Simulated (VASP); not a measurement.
# Y in VASP: notebook, part 2 of 2

VASP 6.6.1. Earlier steps stand in the parts before.

### Step 4. Single point, PBE

This run uses another cell than the first one, of 32.45 Å³/atom.

INCAR reads:

```
SYSTEM = Y
PREC = Accurate
ENCUT = 520
EDIFF = 1E-6
ISMEAR = 0
SIGMA = 0.1
LREAL = .False.
LASPH = .True.
NELM = 80
ALGO = Fast
ISIF = 2
LWAVE = .False.
LCHARG = .False.
GGA = PE
NBANDS = 18
```

KPOINTS reads:

```
regular mesh
0
Gamma
  14 14 10
  0 0 0
```

POSCAR reads:

```
Y
1.0
    2.5315776662      2.5315776662      0.0000000000
   -2.5315776662      2.5315776662      0.0000000000
    0.0000000000      0.0000000000      5.0631553324
Y
2
Direct
    0.0000000000      0.0000000000      0.0000000000
    0.5000000000      0.5000000000      0.5000000000
```

Potentials or basis: VASP PAW PBE potentials, release 64 (Y_sv).

Launch:

```sh
cat potpaw_PBE.64/Y_sv/POTCAR > POTCAR
mpirun -np 1 vasp_std > vasp.out
```

OUTCAR:

```text
SYSTEM = Y
   PREC = Accurate
   ENCUT = 520
   EDIFF = 1E-6
   ISMEAR = 0
   LREAL = .False.
   LASPH = .True.
   NELM = 80
   ISIF = 2
   GGA = PE

 ion  position               nearest neighbor table
   1  0.000  0.000  0.000-   2 3.58   2 3.58   2 3.58   2 3.58   2 3.58   2 3.58   2 3.58   2 3.58

   2  0.500  0.500  0.500-   1 3.58   1 3.58   1 3.58   1 3.58   1 3.58   1 3.58   1 3.58   1 3.58

  LATTYP: Found a simple tetragonal cell.
 ALAT       =     3.5801914697
 C/A-ratio  =     1.4142135624

  Lattice vectors:

 A1 = (   2.5315776662,   2.5315776662,   0.0000000000)
 A2 = (  -2.5315776662,   2.5315776662,   0.0000000000)
 A3 = (   0.0000000000,   0.0000000000,   5.0631553324)

Analysis of symmetry for initial positions (statically):
=====================================================================
 Subroutine PRICEL returns following result:

  LATTYP: Found a face centered cubic cell.
 ALAT       =     5.0631553324

  Lattice vectors:

 A1 = (   0.0000000000,  -2.5315776662,  -2.5315776662)
 A2 = (   2.5315776662,   0.0000000000,  -2.5315776662)
 A3 = (   2.5315776662,  -2.5315776662,   0.0000000000)

   2 primitive cells build up your supercell.

 Routine SETGRP: Setting up the symmetry group for a
 simple tetragonal supercell.

 Subroutine GETGRP returns: Found 16 space group operations
 (whereof 16 operations were pure point group operations)
 out of a pool of 16 trial point group operations.

The static configuration has the point symmetry D_4h.

Analysis of symmetry for dynamics (positions and initial velocities):
=====================================================================
 Subroutine PRICEL returns following result:

  LATTYP: Found a face centered cubic cell.
 ALAT       =     5.0631553324
[... 128 lines left out ...]
   EFERMI =   0.00;   METHOD = LEGACY
   ISMEAR =     0;   SIGMA  =   0.10  broadening in eV -4-tet -1-fermi 0-gaus
   EFERMI_NEDOS =   21; number of points for ismear=-14 and -15
   IALGO  =     68    algorithm
   IMIX   =      4    mixing-type and parameters
     AMIX     =   0.40;   BMIX     =  1.00
     AMIX_MAG =   1.60;   BMIX_MAG =  1.00
  volume/ion in A,a.u.               =      32.45       218.98
  Fermi-wavevector in a.u.,A,eV,Ry     =   1.141487  2.157098 17.728304  1.302994
  Thomas-Fermi vector in A             =   2.278187
   LORBIT       =      0    0 simple, 1 ext, 2 COOP (PROOUT), +10 PAW based schemes
   GGA     = PE    functional components
   LHFCALC =     F    Hartree Fock is set to
   AEXX    =    0.0000 exact exchange contribution
   IVDW    =     0    specifies the selected vdW correction
   LEPSILON=     F    determine dielectric tensor
   LRPA    =     F    only Hartree local field effects (RPA)
 non-spin polarized calculation
 RMM-DIIS sequential band-by-band and
 Gauss-broadening in eV      SIGMA  =   0.10
  energy-cutoff  :      520.00
  volume of cell :       64.90
 maximum number of plane-waves:      1771
 NGX is ok and might be reduce to    28
   NGX = 13   NGY = 13   NGZ = 19

 number of electron      22.0000001 magnetization

 Free energy of the ion-electron system (eV)
  ---------------------------------------------------
  ext. energy  EPLUGINS =         0.00000000
  ---------------------------------------------------
  free energy    TOTEN  =       -12.82255896 eV

  energy without entropy =      -12.80679480  energy(sigma->0) =      -12.81467688

 E-fermi :   3.1171     XC(G=0):  -9.4708

 val. band max:        3.1161992995   @ k =   0.4286   0.0714   0.1000
 cond. band min:       3.1214227497   @ k =   0.3571   0.2143   0.0000
 fundamental gap:      0.0052234501
 Fermi energy:         3.1170556309

 k-point     1 :       0.0000    0.0000    0.0000
  band No.  band energies     occupation
      1     -39.5612      2.00000
      2     -39.4738      2.00000
      3     -19.7918      2.00000
      4     -19.4605      2.00000
      5     -19.4605      2.00000
      6     -19.2571      2.00000
[... 481 lines left out ...]
      5     -19.5799      2.00000
      6     -19.4442      2.00000
[... 10 lines left out ...]
     17       6.4556      0.00000
     18       7.9452      0.00000

 [... further k-points ...]

------------------------ aborting loop because EDIFF is reached ----------------------------------------

  FORCE on cell =-STRESS in cart. coord.  units (eV):
  Direction    XX          YY          ZZ          XY          YZ          ZX
  --------------------------------------------------------------------------------------
  -------------------------------------------------------------------------------------
  Total       -0.0575558     -0.0575558     -0.0544103      0.0000000      0.0000000     -0.0000000
  in kB       -1.4209073     -1.4209073     -1.3432541      0.0000000      0.0000000     -0.0000000
  external PRESSURE =      -1.3950229 kB  Pullay stress =       0.0000000 kB

 VOLUME and BASIS-vectors are now :
 -----------------------------------------------------------------------------
  energy-cutoff  :      520.00
  volume of cell :       64.90
      direct lattice vectors                 reciprocal lattice vectors
     2.531577666  2.531577666  0.000000000     0.197505297  0.197505297  0.000000000
    -2.531577666  2.531577666  0.000000000    -0.197505297  0.197505297  0.000000000
     0.000000000  0.000000000  5.063155332     0.000000000  0.000000000  0.197505297

 POSITION                                       TOTAL-FORCE (eV/Angst)
 -----------------------------------------------------------------------------------
      0.00000      0.00000      0.00000         0.000000      0.000000     -0.000000
      0.00000      2.53158      2.53158        -0.000000     -0.000000      0.000000
 -----------------------------------------------------------------------------------
    total drift:                               -0.000000      0.000000      0.000000

  FREE ENERGIE OF THE ION-ELECTRON SYSTEM (eV)
  ---------------------------------------------------
  free  energy   TOTEN  =       -12.8225589623 eV

  energy  without entropy=      -12.8067948022  energy(sigma->0) =      -12.81467688
```

stdout:

```text
POSCAR found type information on POSCAR Y
 POSCAR found :  1 types and       2 ions
 scaLAPACK will be used
 LDA part: xc-table for (Slater+PW92), standard interpolation
 POSCAR, INCAR and KPOINTS ok, starting setup
 FFT: planning ... GRIDC
 FFT: planning ... GRID_SOFT
 FFT: planning ... GRID
 WAVECAR not read
 entering main loop
WARNING in EDDRMM: call to ZHEGV failed, returncode =   6  3     12
WARNING in EDDRMM: call to ZHEGV failed, returncode =   6  3      9
WARNING in EDDRMM: call to ZHEGV failed, returncode =   8  4     17
WARNING in EDDRMM: call to ZHEGV failed, returncode =   8  4     16
WARNING in EDDRMM: call to ZHEGV failed, returncode =   8  4     13
WARNING in EDDRMM: call to ZHEGV failed, returncode =   6  3     14
WARNING in EDDRMM: call to ZHEGV failed, returncode =   8  4     16
WARNING in EDDRMM: call to ZHEGV failed, returncode =   6  3     13
WARNING in EDDRMM: call to ZHEGV failed, returncode =   8  4     13
WARNING in EDDRMM: call to ZHEGV failed, returncode =   6  3      9
WARNING in EDDRMM: call to ZHEGV failed, returncode =   6  3      9
WARNING in EDDRMM: call to ZHEGV failed, returncode =   8  4     18
WARNING in EDDRMM: call to ZHEGV failed, returncode =   6  3     10
WARNING in EDDRMM: call to ZHEGV failed, returncode =   6  3     18
```

Run time: 4.7 min. Hardware: 1 thread of Oxide Virtual Turin-like, shared host; peak memory 0.33 GiB.

Results:

- Free energy: -12.8226 eV
- Pressure: -0.1 GPa
- Band gap on the k mesh: zero (bands 11 and 12 overlap by 1.50 eV)

Levels at points of the mesh, in eV from the Fermi level:
```csv
k point,band 7,band 8,band 9,band 10,band 11,band 12,band 13,band 14,band 15,band 16
"(0.00, 0.00, 0.00)",-22.37,-22.37,-4.77,-1.76,-0.88,1.79,1.79,1.79,2.09,3.80
"(0.50, 0.00, 0.00)",-22.45,-22.45,-1.62,-1.62,0.32,0.32,0.63,0.63,2.59,2.59
"(0.50, 0.50, 0.00)",-22.58,-22.58,-1.76,-1.76,-0.88,-0.88,2.09,2.09,5.26,5.26
"(0.00, 0.00, 0.50)",-22.48,-22.48,-2.97,-2.97,0.17,0.17,1.77,1.77,2.96,2.96
"(0.50, 0.00, 0.50)",-22.45,-22.45,-1.98,-1.98,0.62,0.62,1.62,1.62,1.62,1.62
"(0.50, 0.50, 0.50)",-22.59,-22.59,-0.76,-0.76,0.25,0.25,0.25,0.25,2.62,2.62
```

### Step 5. Summary

| cell | gap on the mesh (eV) | pressure (GPa) |
| --- | --- | --- |
| a = 3.544, b = 3.544, c = 5.094 Å, 2 atoms | none | 0.4 |
| a = 3.544, b = 3.544, c = 5.113 Å, 2 atoms | none | 0.3 |
| a = 3.580, b = 3.580, c = 5.063 Å, 2 atoms | none | -0.1 |

Alike in all rows: task single point; level PBE; potentials or basis VASP PAW PBE potentials, release 64 (Y_sv); no spin polarisation; k mesh 14 × 14 × 10; cutoff (eV) 520; smearing gaussian 0.1 eV.

Absolute energies hang on the potentials; compare differences alone.
